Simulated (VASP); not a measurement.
Set up this calculation in VASP 6.6.1, as the native input.

```yaml
Task: relaxation of cell and atoms
Functional: PBEsol
Potentials_or_basis: VASP PAW PBE potentials, release 64 (K_sv, F)
Cutoff: 840 eV
k_mesh: 9 × 9 × 9
Occupations: gaussian, width 0.03 eV
Spin: no spin polarisation
Tolerance_level: standard
Purpose: cell
Passes: 3
Further_INCAR_settings: ALGO = Normal; EDIFF = 1e-07
```

Crystal: KF.

```
CELL_PARAMETERS angstrom
0.00000 2.72425 2.72425
2.72425 0.00000 2.72425
2.72425 2.72425 0.00000
ATOMIC_POSITIONS crystal
K 0.00000 0.00000 0.00000
F 0.50000 0.50000 0.50000
```

One way to write it, as run:

POSCAR

```
KF
1.0
    0.0000000000      2.7242525196      2.7242525196
    2.7242525196      0.0000000000      2.7242525196
    2.7242525196      2.7242525196      0.0000000000
K F
1 1
Direct
    0.0000000000      0.0000000000      0.0000000000
    0.5000000000      0.5000000000      0.5000000000
```

INCAR.step1

```
SYSTEM = KF
GGA = PS
ISMEAR = 0
SIGMA = 0.03
LWAVE = .False.
LCHARG = .False.
NSW = 80
PREC = Accurate
LASPH = .True.
LREAL = .False.
ALGO = Normal
EDIFF = 1E-7
NELM = 120
GGA_COMPAT = .False.
IBRION = 2
ISIF = 3
EDIFFG = -0.002
NELMIN = 4
ENCUT = 840
EFERMI = MIDGAP
POTIM = 0.5
```

INCAR.step4

```
SYSTEM = KF
GGA = PS
ISMEAR = 0
SIGMA = 0.03
LWAVE = .False.
LCHARG = .False.
PREC = Accurate
LASPH = .True.
LREAL = .False.
ALGO = Normal
EDIFF = 1E-7
NELM = 120
GGA_COMPAT = .False.
ISIF = 2
ENCUT = 840
EFERMI = MIDGAP
```

KPOINTS

```
Automatic mesh
0
Gamma
  9 9 9
  0 0 0
```

Potentials or basis: VASP PAW PBE potentials, release 64 (K_sv, F).

Command:

```bash
$ cat potpaw_PBE.64/K_sv/POTCAR potpaw_PBE.64/F/POTCAR > POTCAR
$ cp INCAR.step1 INCAR
$ cp POSCAR.step1 POSCAR
$ mpirun -np 1 vasp_std > vasp.out
$ cp CONTCAR POSCAR
$ mpirun -np 1 vasp_std > vasp.out
$ cp CONTCAR POSCAR
$ mpirun -np 1 vasp_std > vasp.out
$ cp CONTCAR POSCAR
$ cp INCAR.step4 INCAR
$ mpirun -np 1 vasp_std > vasp.out
```

It gave:

| Item | Value |
| --- | --- |
| Relaxed volume | 18.79 Å³/atom |
| Relaxed cell | a = 3.760 Å, b = 3.760 Å, c = 3.760 Å, α = 60.00°, β = 60.00°, γ = 60.00° |
| Space group after relaxing (to 0.1 Å) | Fm-3m (No. 225) |
| Energy gained by relaxing | 9.3 meV/atom |
| Ionic steps | 7 |
| Pressure after relaxing | 0.0 GPa |
| Band gap on the k mesh | 6.11 eV |

Caveat: the PAW data sets were made with another functional, which shifts forces and pressure a little; an odd mesh through Γ misses points on the zone boundary, where band edges can lie.

It took 2.1 min on 1 thread of Intel(R) Xeon(R) Platinum 8488C (Sapphire Rapids), with other jobs on the host, peak memory 0.22 GiB.
